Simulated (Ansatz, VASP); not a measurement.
## MgC2 in VASP and in Ansatz

```
Mg C
1.0
     3.95078    0.00000    0.00000
     0.00000    3.95078    0.00000
     0.00000    0.00000    4.98709
Mg C
2 4
Direct
  0.00000 0.00000 0.50000
  0.50000 0.50000 0.00000
  0.38766 0.61235 0.50000
  0.11235 0.11235 0.00000
  0.61235 0.38766 0.50000
  0.88765 0.88765 0.00000
```

Alike in both runs: task relaxation of cell and atoms; functional revPBE; k mesh 5 × 5 × 5; occupations fermi-dirac, width 0.05 eV; no spin polarisation.

```csv
,VASP,Ansatz
version,VASP 6.6.1,Ansatz 0.2.0
potentials or method,"VASP PAW PBE potentials, release 64 (Mg, C)",Ansatz PAW
plane-wave cutoff (eV),600,420
valence electrons in the cell,20,36
```

VASP gave:

```
gap on the k mesh at the Fermi level, each at its own relaxed structure (eV) : 2.74
relaxed volume (Å³/atom)                                                     : 13.20
relaxed cell length with the largest relative difference (Å)                 : 5.034
```

Which values does Ansatz return?

gap on the k mesh at the Fermi level, each at its own relaxed structure (eV): 2.78; relaxed volume (Å³/atom): 13.29; relaxed cell length with the largest relative difference (Å): 5.051.

VASP's potentials were made for PBE, not for revPBE. VASP's potentials hold 20 valence electrons a cell and Ansatz's 36, so a difference there can come from the potentials and not from the codes.

Noted on Ansatz's run: odd divisions of the mesh miss points on the zone boundary, where band edges often lie, so the gap on the mesh can be too wide; the plane-wave basis is chosen anew once the cell has moved, so the energies of steps on either side of that aren't comparable.
